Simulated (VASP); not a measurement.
A run of VASP 6.6.1:

File INCAR:

```
ALGO = Normal
EDIFF = 1E-6
ENCUT = 520
GGA = PE
ISIF = 2
ISMEAR = 0
LASPH = T
LCHARG = F
LREAL = F
LWAVE = F
NBANDS = 18
NELM = 60
PREC = Accurate
SIGMA = 0.05
```

KPOINTS

```
k-points
0
Gamma
  9 9 6
```

File POSCAR:

```
LiF
1.0
    3.1775711328      0.0000000000      0.0000000000
   -1.5887855664      2.7518573233      0.0000000000
    0.0000000000      0.0000000000      4.7437959441
Li F
2 2
Direct
    0.3333333333      0.6666666667      0.3402706354
    0.6666666667      0.3333333333      0.8402706354
    0.3333333333      0.6666666667      0.9939266766
    0.6666666667      0.3333333333      0.4939266766
```

Potentials or basis: VASP PAW PBE potentials, release 64 (Li_sv, F).

Launch:

```sh
$ cat potpaw_PBE.64/Li_sv/POTCAR potpaw_PBE.64/F/POTCAR > POTCAR
$ mpirun -np 1 vasp_std > vasp.out
```

Hardware: 1 thread of Intel(R) Xeon(R) Platinum 8488C (Sapphire Rapids), with other jobs on the host.

Q: How long does it take, and how much memory?

A: Wall time 16 s on 1 thread of Intel(R) Xeon(R) Platinum 8488C (Sapphire Rapids), with other jobs on the host, peak memory 0.16 GiB. Counts: scf iterations 13, k points 48.
